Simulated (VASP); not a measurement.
Ti5C:

```xyz
6
Lattice="5.0693 0.0000 0.0000 -2.5347 4.3902 0.0000 0.0000 0.0000 4.5584" Properties=species:S:1:pos:R:3 pbc="T T T"
Ti   -0.8479    1.4687    0.0000
Ti    1.6867    2.9215    0.0000
Ti    1.6959    0.0000    0.0000
Ti    2.5347    1.4634    2.2792
Ti    0.0000    2.9268    2.2792
C     0.0000    0.0000    2.2792
```

The cell was built from a structure type or drawn by symmetry, and may not be a known phase.

| Quantity | Value |
| --- | --- |
| Program | VASP 6.6.1 |
| Task | relaxation of cell and atoms |
| Functional | PBE |
| Potentials or basis | VASP PAW PBE potentials, release 64 (Ti_sv, C) |
| Cutoff | 600 eV |
| k mesh | 6 × 6 × 4 |
| Occupations | gaussian, width 0.1 eV |
| Spin | no spin polarisation |

At the start: pressure -12.3 GPa; volume 16.91 Å³/atom.

Task: How do energy, volume and symmetry change on relaxing?

Result: Over 23 steps the energy falls by 289.7 meV/atom and the volume is 15.01 Å³/atom (-11.2 %); space group P-62m (No. 189, to 0.1 Å) before and after.

The path:
```
step  energy change (eV)  largest force (eV/Å)  pressure (GPa)  volume (Å³)
   1              0.0000                1.8843          -12.27       101.45
   2             -1.0025                1.6929            6.43        83.59
   3             -1.0098                1.7470            4.78        84.63
   4             -1.2769                0.3776            3.48        84.97
   5             -1.2833                0.0644            3.50        84.93
   6             -1.3395                0.0593           -1.96        88.63
   7             -1.3399                0.0500           -1.54        88.33
   8             -1.3809                0.1505           -1.01        88.03
   9             -1.4514                0.4055            0.85        87.10
  10             -1.4868                1.0874            6.72        84.44
  11             -1.5041                0.8830            4.66        85.34
  12             -1.5014                0.9741            5.53        84.95
  13             -1.5124                0.9818            5.46        85.06
  14             -1.5411                1.0033            5.19        85.38
  15             -1.5735                1.0513            5.02        85.94
  16             -1.5727                1.0737            5.04        86.15
  17             -1.6079                0.9826            4.07        86.76
  18             -1.6836                0.7210            1.38        88.62
  19             -1.7100                0.2415           -3.24        92.41
  20             -1.7189                0.3914           -1.85        91.14
  21             -1.7290                0.2727           -1.30        90.80
  22             -1.7376                0.0757            0.25        89.87
  23             -1.7382                0.0021           -0.05        90.06
```

Final structure:
```
Ti C
1.0
     5.44248    0.00000    0.00000
    -2.72124    4.71333    0.00000
     0.00000    0.00000    3.51080
Ti C
5 1
Cartesian
  4.6911 1.3014 0.0000
  1.9699 3.4119 0.0000
  -1.2185 4.7133 0.0000
  2.7212 1.5711 1.7554
  0.0000 3.1422 1.7554
  0.0000 0.0000 1.7554
```

Caveat: a cell axis changed by over 15 % at a fixed basis, so the end point is rough.
